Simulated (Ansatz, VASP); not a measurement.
**AlP: VASP beside Ansatz**

```
CELL_PARAMETERS angstrom
0.00000 2.73648 2.73648
2.73648 0.00000 2.73648
2.73648 2.73648 0.00000
ATOMIC_POSITIONS crystal
Al 0.00000 0.00000 0.00000
P 0.75000 0.75000 0.75000
```

Alike in both runs: functional LDA; k mesh 1 × 1 × 1; occupations gaussian, width 0.1 eV; no spin polarisation.

Ansatz relaxed the structure, and its values are those at the end. VASP's run is a single point on that final structure, the one shown.

```csv
,VASP,Ansatz
version,VASP 6.6.1,Ansatz 0.2.0
potentials or method,"VASP PAW LDA potentials, release 64 (Al, P), cutoff 500 eV","scalar-relativistic, plane waves, PAW"
valence electrons in the cell,8,8
```

```csv
,VASP,Ansatz,Ansatz less VASP
gap on the k mesh at the Fermi level (eV),2.67,2.66,-0.010
least direct gap on the mesh (eV),2.67,2.66,-0.010
pressure (GPa),27.4,27.0,-0.33
```

LDA's correlation is that of Perdew and Zunger in VASP and of Perdew and Wang (1992) in Ansatz. Ansatz's warnings: stress scf threshold loose.

The k mesh is coarse, so the values compare programs but aren't converged.
